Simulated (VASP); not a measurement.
HoO3, 4 atoms in the cell. The structure is tetragonal, space group P4/mmm (No. 123). The conventional cell has a = 3.400 Å, b = 3.400 Å, c = 4.360 Å, α = 90.00°, β = 90.00°, γ = 90.00°. Within 2.9 Å of Ho (site symmetry 4/mmm) lie 10 O at 2.18 to 2.52 Å. O (site symmetry 4mm) has 1 O at 1.48 Å within 2.0 Å. O (site symmetry 4/mmm) has 2 Ho at 2.18 Å and 8 O at 2.80 Å within 2.9 Å. The cell was generated, and may not be a known phase.

* Program: VASP 6.6.1
* Task: single point
* Functional: PBE
* Potentials or basis: VASP PAW PBE potentials, release 64 (Ho_3, O), 4f in core
* Cutoff: 600 eV
* k mesh: 6 × 6 × 2
* Occupations: gaussian, width 0.1 eV
* Spin: no spin polarisation
* Dipole correction: no
* Further INCAR settings: ALGO = Normal; EDIFF = 1e-06; NBANDS = 22

Potentials or basis: VASP PAW PBE potentials, release 64 (Ho_3, O), 4f in core.

Launch:

```sh
$ cat potpaw_PBE.64/Ho_3/POTCAR potpaw_PBE.64/O/POTCAR > POTCAR
$ mpirun -np 1 vasp_std > vasp.out
```

Hardware: 1 thread of Intel(R) Xeon(R) Platinum 8488C (Sapphire Rapids), on a shared host.

Question: How long does it take, and how much memory?

Answer: Wall time 18 s on 1 thread of Intel(R) Xeon(R) Platinum 8488C (Sapphire Rapids), on a shared host, peak memory 0.18 GiB. Counts: scf iterations 14, k points 20.
